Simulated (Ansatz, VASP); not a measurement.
# One calculation of Al, two programs

The input INCAR:

```
SYSTEM = Al
ALGO = Normal
EDIFF = 1E-7
ENCUT = 520
ISIF = 2
ISMEAR = 0
LASPH = .True.
LCHARG = .True.
LELF = .True.
LREAL = .False.
LVHAR = .True.
LWAVE = .False.
NBANDS = 8
NELM = 80
PREC = Accurate
SIGMA = 0.15
```

The input KPOINTS:

```
k-points
0
Gamma
  22 22 22
  0 0 0
```

File POSCAR:

```
Al
1.0
    0.0000000000      2.1987440765      1.7150203797
    2.1987440765      0.0000000000      1.7150203797
    2.1987440765      2.1987440765      0.0000000000
Al
1
Direct
    0.0000000000      0.0000000000      0.0000000000
```

Input for Ansatz:

```yaml
crystal:
  lattice:
    - [0.0, 2.1987440765, 1.7150203797]
    - [2.1987440765, 0.0, 1.7150203797]
    - [2.1987440765, 2.1987440765, 0.0]
  atoms:
    - { symbol: Al, position: [0.0, 0.0, 0.0] }
basis:
  ecutwfc: 420
kpoints:
  mp_grid: { grid: [22, 22, 22] }
hamiltonian:
  xc: lda
scf:
  occupations: { method: gaussian, width: 0.15 }
output:
  forces: true
  stress: true
  eigenvalues: true
```

Alike in both runs: task single point; functional LDA; k mesh 22 × 22 × 22; occupations gaussian, width 0.15 eV; no spin polarisation.

|  | VASP | Ansatz |
| --- | --- | --- |
| version | VASP 6.6.1 | Ansatz 0.2.0 |
| potentials or method | VASP PAW LDA potentials, release 64 (Al), cutoff 520 eV | scalar-relativistic, plane waves, PAW |
| valence electrons in the cell | 3 | 3 |

|  | VASP | Ansatz | Ansatz less VASP |
| --- | --- | --- | --- |
| gap on the k mesh at the Fermi level (eV) | none | none | - |
| pressure (GPa) | -1.8 | -1.8 | -0.06 |
| traceless stress, the component that is largest in VASP (GPa) | 2.95 | 2.93 | -0.017 |

LDA's correlation is that of Perdew and Zunger in VASP and of Perdew and Wang (1992) in Ansatz. A gap of «none» marks a metal or a gap that the smearing closes.
